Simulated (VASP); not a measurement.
Set up this calculation in VASP 6.6.1, as the native input.

* Task: single point
* Functional: HSE06
* Potentials or basis: VASP PAW PBE potentials, release 64 (Na_pv, I)
* Cutoff: 520 eV
* k mesh: 4 × 4 × 4
* Occupations: gaussian, width 0.01 eV
* Spin: no spin polarisation
* Dipole correction: no
* Grid for exact exchange (PRECFOCK): Normal
* Further INCAR settings: ALGO = Normal; EDIFF = 1e-06; NBANDS = 14
* Screening parameter: 0.2079 1/Å

The system is NaI.

```xyz
2
Lattice="0.0000 3.2297 3.2297 3.2297 0.0000 3.2297 3.2297 3.2297 0.0000" Properties=species:S:1:pos:R:3 pbc="T T T"
Na    0.0000    0.0000    0.0000
I     3.2297    3.2297    3.2297
```

One way to write it, as run:

POSCAR

```
NaI
1.0
    0.0000000000      3.2297205401      3.2297205401
    3.2297205401      0.0000000000      3.2297205401
    3.2297205401      3.2297205401      0.0000000000
Na I
1 1
Direct
    0.0000000000      0.0000000000      0.0000000000
    0.5000000000      0.5000000000      0.5000000000
```

INCAR.step1

```
SYSTEM = NaI
ALGO = Normal ; EDIFF = 1E-5
ENCUT = 520 ; GGA = PE
ISIF = 2 ; ISMEAR = 0
LASPH = .True. ; LCHARG = .False.
LREAL = .False. ; LWAVE = .True.
NBANDS = 14 ; NELM = 60
PREC = Accurate ; SIGMA = 0.01
```

INCAR.step2

```
SYSTEM = NaI
ALGO = Normal ; EDIFF = 1E-6
ENCUT = 520 ; GGA = PE
HFSCREEN = 0.2079 ; ISIF = 2
ISMEAR = 0 ; ISTART = 1
LASPH = .True. ; LCHARG = .False.
LHFCALC = .True. ; LREAL = .False.
LWAVE = .False. ; NBANDS = 14
NELM = 60 ; PREC = Accurate
PRECFOCK = Normal ; SIGMA = 0.01
```

KPOINTS

```
k-points
0
Gamma
  4 4 4
  0 0 0
```

Potentials or basis: VASP PAW PBE potentials, release 64 (Na_pv, I).

Launch:

```console
$ cat potpaw_PBE.64/Na_pv/POTCAR potpaw_PBE.64/I/POTCAR > POTCAR
$ cp INCAR.step1 INCAR
$ mpirun -np 1 vasp_std > vasp.out
$ cp INCAR.step2 INCAR
$ mpirun -np 1 vasp_std > vasp.out
```

It gave:

```
Pressure               : 0.3 GPa
Band gap on the k mesh : 4.67 eV, direct
```

Caveat: the k points lie up to 0.42 Å⁻¹ apart; the PAW data sets were made with another functional, which shifts forces and pressure a little; spin-orbit coupling is left out, which moves the levels of the heavy elements.

Wall time 7.1 min on 1 thread of Intel(R) Xeon(R) Platinum 8259CL CPU @ 2.50GHz (Skylake/Cascade Lake), with other jobs on the host, peak memory 0.31 GiB.
